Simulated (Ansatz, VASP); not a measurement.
**GaSb in VASP and in Ansatz**

File POSCAR:

```
GaSb
1.0
   -2.7534340000      2.7534340000      1.5907070000
    2.7534340000     -2.7534340000      1.5907070000
    2.7534340000      2.7534340000     -1.5907070000
Sb Ga
1 1
Direct
    0.0000000000      0.0000000000      0.0000000000
    0.7500000000      0.2500000000      0.5000000000
```

INCAR.step1

```
SYSTEM = GaSb
PREC = Accurate ; ENCUT = 520
EDIFF = 1E-5 ; ISMEAR = -1
SIGMA = 0.05 ; LREAL = .False.
LASPH = .True. ; NELM = 60
ALGO = Normal ; ISIF = 2
LWAVE = .True. ; LCHARG = .False.
NBANDS = 16 ; GGA = PE
LUSENCCL = .False.
```

INCAR.step2

```
SYSTEM = GaSb
PREC = Accurate ; ENCUT = 520
EDIFF = 1E-6 ; ISMEAR = -1
SIGMA = 0.05 ; LREAL = .False.
LASPH = .True. ; NELM = 60
ALGO = Normal ; ISIF = 2
LWAVE = .False. ; LCHARG = .False.
GGA = PE ; LHFCALC = .True.
AEXX = 0.25 ; HFSCREEN = 0.15
PRECFOCK = Normal ; NBANDS = 16
ISTART = 1 ; LUSENCCL = .False.
```

File KPOINTS:

```
regular mesh
0
Gamma
  5 5 5
  0 0 0
```

Contents of input.yaml:

```yaml
crystal:
  lattice:
    - [-2.753434, 2.753434, 1.590707]
    - [2.753434, -2.753434, 1.590707]
    - [2.753434, 2.753434, -1.590707]
  atoms:
    - { symbol: Sb, position: [0.0, 0.0, 0.0] }
    - { symbol: Ga, position: [0.75, 0.25, 0.5] }
hamiltonian:
  xc:
    exchange: pbe
    correlation: pbe
    exx: { coeff: 0.25, omega: 0.15 }
  pseudopotentials: { kind: paw }
kpoints:
  mp_grid: { grid: [5, 5, 5] }
scf:
  occupations: { method: fermi_dirac, width: 0.05 }
output:
  forces: true
  stress: true
  eigenvalues: true
  write_density: true
  write_potential: true
  elf: true
  volumetric_format: npy
```

Alike in both runs: task single point; functional PBE-based screened hybrid; k mesh 5 × 5 × 5; occupations fermi-dirac, width 0.05 eV; no spin polarisation.

|  | VASP | Ansatz |
| --- | --- | --- |
| version | VASP 6.6.1 | Ansatz 0.2.0 |
| potentials or method | VASP PAW PBE potentials, release 64 (Sb, Ga_d) | Ansatz PAW |
| plane-wave cutoff (eV) | 520 | 420 |
| valence electrons in the cell | 18 | 28 |

Ansatz gave:

```
gap on the k mesh at the Fermi level (eV)                     : none
pressure (GPa)                                                : -1.8
traceless stress, the component that is largest in VASP (GPa) : 0.57
```

Which values does VASP return?

gap on the k mesh at the Fermi level (eV): none; pressure (GPa): -2.3; traceless stress, the component that is largest in VASP (GPa): 0.58.

VASP's potentials were made for PBE, not for PBE-based screened hybrid. A gap of «none» marks a metal or a gap that the smearing closes. VASP's potentials hold 18 valence electrons a cell and Ansatz's 28, so a difference there can come from the potentials and not from the codes.

The k mesh is coarse, so the values compare programs but aren't converged. Neither program's run includes spin-orbit coupling.
